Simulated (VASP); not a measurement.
Wanted: the native input for a VASP 6.6.1 run.

```yaml
Task: single point
Functional: PBEsol
Potentials_or_basis: VASP PAW PBE potentials, release 64 (Lu, H)
Cutoff: 520 eV
k_mesh: 14 × 14 × 14
Occupations: fermi-dirac, width 0.1 eV
Spin: no spin polarisation
Dipole_correction: no
Further_INCAR_settings: ALGO = Normal; EDIFF = 1e-07; NBANDS = 20
```

The structure of LuH2 lies in POSCAR:

```
LuH2
1.0
    0.0000000000      2.4088426391      2.4088426391
    2.4088426391      0.0000000000      2.4088426391
    2.4088426391      2.4088426391      0.0000000000
Lu H
1 2
Direct
    0.0000000000      0.0000000000      0.0000000000
    0.2500000000      0.2500000000      0.2500000000
    0.7500000000      0.7500000000      0.7500000000
```

These files were run (other wordings do the same):

INCAR

```
ALGO = Normal
EDIFF = 1E-7
ENCUT = 520
GGA = PS
ISIF = 2
ISMEAR = -1
LASPH = T
LCHARG = F
LREAL = F
LWAVE = F
NBANDS = 20
NELM = 60
PREC = Accurate
SIGMA = 0.1
```

KPOINTS

```
k-points
0
Gamma
  14 14 14
```

Potentials or basis: VASP PAW PBE potentials, release 64 (Lu, H).

The run is started by

```sh
$ cat potpaw_PBE.64/Lu/POTCAR potpaw_PBE.64/H/POTCAR > POTCAR
$ mpirun -np 1 vasp_std > vasp.out
```

It gave:

```json
{"Pressure": "10.4 GPa"}
```

Caveat: the PAW data sets were made with another functional, which shifts forces and pressure a little.

Wall time 35 s on 1 thread of AMD EPYC 9R45 96-Core Processor (Zen 5) (shared host), peak memory 0.19 GiB.
